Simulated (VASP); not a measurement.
Wanted: the native input for a VASP 6.6.1 run.

```
Task                   : single point
Functional             : r2SCAN
Potentials or basis    : VASP PAW PBE potentials, release 64 (Li_sv)
Cutoff                 : 520 eV
k mesh                 : 22 × 22 × 22
Occupations            : fermi-dirac, width 0.08 eV
Spin                   : no spin polarisation
Dipole correction      : no
Further INCAR settings : ALGO = Normal; EDIFF = 1e-07; NBANDS = 8
```

The system is Li.

```xyz
1
Lattice="0.0000 1.9687 1.9687 1.9687 0.0000 1.9687 1.9687 1.9687 0.0000" Properties=species:S:1:pos:R:3 pbc="T T T"
Li    0.0000    0.0000    0.0000
```

This isn't the form of Li at room conditions, which is bcc.

The input as run:

POSCAR

```
Li
1.0
    0.0000000000      1.9686674441      1.9686674441
    1.9686674441      0.0000000000      1.9686674441
    1.9686674441      1.9686674441      0.0000000000
Li
1
Direct
    0.0000000000      0.0000000000      0.0000000000
```

INCAR.step1

```
PREC     = Accurate       # precision mode
ENCUT    = 520            # plane-wave cutoff, eV
ISMEAR   = -1             # smearing method
SIGMA    = 0.08           # smearing width, eV
LREAL    = False          # projectors in reciprocal space
LASPH    = True           # aspherical terms in the spheres
NELM     = 80             # most SCF steps
NBANDS   = 8              # bands
GGA      = PE             # functional
ALGO     = Normal         # electronic algorithm
EDIFF    = 1E-4           # SCF threshold, eV
LWAVE    = True           # write WAVECAR
LCHARG   = False          # write CHGCAR
```

INCAR.step2

```
PREC     = Accurate       # precision mode
ENCUT    = 520            # plane-wave cutoff, eV
EDIFF    = 1E-7           # SCF threshold, eV
ISMEAR   = -1             # smearing method
SIGMA    = 0.08           # smearing width, eV
LREAL    = False          # projectors in reciprocal space
LASPH    = True           # aspherical terms in the spheres
NELM     = 80             # most SCF steps
ALGO     = Normal         # electronic algorithm
ISIF     = 2              # what is computed and relaxed
LWAVE    = False          # write WAVECAR
LCHARG   = True           # write CHGCAR
METAGGA  = R2SCAN         # meta-GGA
LMIXTAU  = True         
LELF     = True           # ELF
LVHAR    = True         
NBANDS   = 8              # bands
ISTART   = 1
```

KPOINTS

```
Automatic mesh
0
Gamma
  22 22 22
```

Potentials or basis: VASP PAW PBE potentials, release 64 (Li_sv).

Command:

```sh
$ cat potpaw_PBE.64/Li_sv/POTCAR > POTCAR
$ cp INCAR.step1 INCAR
$ mpirun -np 1 vasp_std > vasp.out
$ cp INCAR.step2 INCAR
$ mpirun -np 1 vasp_std > vasp.out
```

It gave:

- Band gap on the k mesh: zero (an odd number of electrons rules out a gap without spin polarisation)

It took 4.3 min on 1 thread of Oxide Virtual Turin-like Processor (shared host), peak memory 0.12 GiB.
